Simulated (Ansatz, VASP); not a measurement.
# Te: VASP beside Ansatz

File INCAR:

```
ALGO     = Normal         # electronic algorithm
EDIFF    = 1E-6           # SCF threshold, eV
ENCUT    = 520            # plane-wave cutoff, eV
ISIF     = 2              # what is computed and relaxed
ISMEAR   = -1             # smearing method
LASPH    = True           # aspherical terms in the spheres
LCHARG   = False          # write CHGCAR
LREAL    = False          # projectors in reciprocal space
LWAVE    = False          # write WAVECAR
NBANDS   = 16             # bands
NELM     = 80             # most SCF steps
PREC     = Accurate       # precision mode
SIGMA    = 0.08           # smearing width, eV
```

The input KPOINTS:

```
k-points
0
Gamma
  9 9 6
```

The input POSCAR:

```
Te
1.0
    4.4579994587      0.0222899973      0.0222899973
   -2.2096960255      3.8495957826      0.0081587053
    0.0296250000      0.0296250000      5.9250000000
Te
3
Direct
    0.7450000000      0.0000000000      0.3333333333
    0.0000000000      0.7450000000      0.6666666667
    0.2550000000      0.2550000000      0.0000000000
```

Input for Ansatz:

```yaml
crystal:
  lattice:
    - [4.4579994587, 0.0222899973, 0.0222899973]
    - [-2.2096960255, 3.8495957826, 0.0081587053]
    - [0.029625, 0.029625, 5.925]
  atoms:
    - { symbol: Te, position: [0.745, 0.0, 0.3333333333] }
    - { symbol: Te, position: [0.0, 0.745, 0.6666666667] }
    - { symbol: Te, position: [0.255, 0.255, 0.0] }
kpoints:
  mp_grid: { grid: [9, 9, 6] }
  band_path:
    path:
      - [0.0, 0.0, 0.0]
      - [0.0, -0.5, 0.0]
      - [0.0, 0.0, 0.5]
      - [0.0, 0.0, 0.0]
      - [-0.5, 0.0, 0.0]
      - [-0.5, 0.5, -0.5]
      - [0.0, 0.0, 0.0]
      - [-0.5, 0.0, -0.5]
      - [-0.5, 0.5, 0.0]
    npoints: 5
scf:
  occupations: { method: fermi_dirac, width: 0.08 }
hamiltonian:
  xc: lda
  pseudopotentials: { kind: all_electron, lapw: { basis_error: 0.0005 } }
output:
  forces: true
  stress: true
  eigenvalues: true
```

Change from the starting cell: equal xy, yz and zx shear strains of +1 %.

Alike in both runs: task single point; functional LDA; k mesh 9 × 9 × 6; occupations fermi-dirac, width 0.08 eV; no spin polarisation.

|  | VASP | Ansatz |
| --- | --- | --- |
| version | VASP 6.6.1 | Ansatz 0.2.0 |
| potentials or method | VASP PAW LDA potentials, release 64 (Te), cutoff 520 eV | all-electron LAPW, scalar-relativistic |

```tsv
	VASP	Ansatz	Ansatz less VASP
pressure (GPa)	-0.2	-0.3	-0.14
traceless stress, the component that is largest in VASP (GPa)	-0.50	-0.50	+0.004
rms of the force components (eV/Å)	0.306	0.281	-0.0243
```

LDA's correlation is that of Perdew and Zunger in VASP and of Perdew and Wang (1992) in Ansatz. Atom by atom the forces differ by 0.024 eV/Å (rms over components). Ansatz ran all-electron here, and VASP with PAW potentials.

Spin-orbit coupling is off throughout.
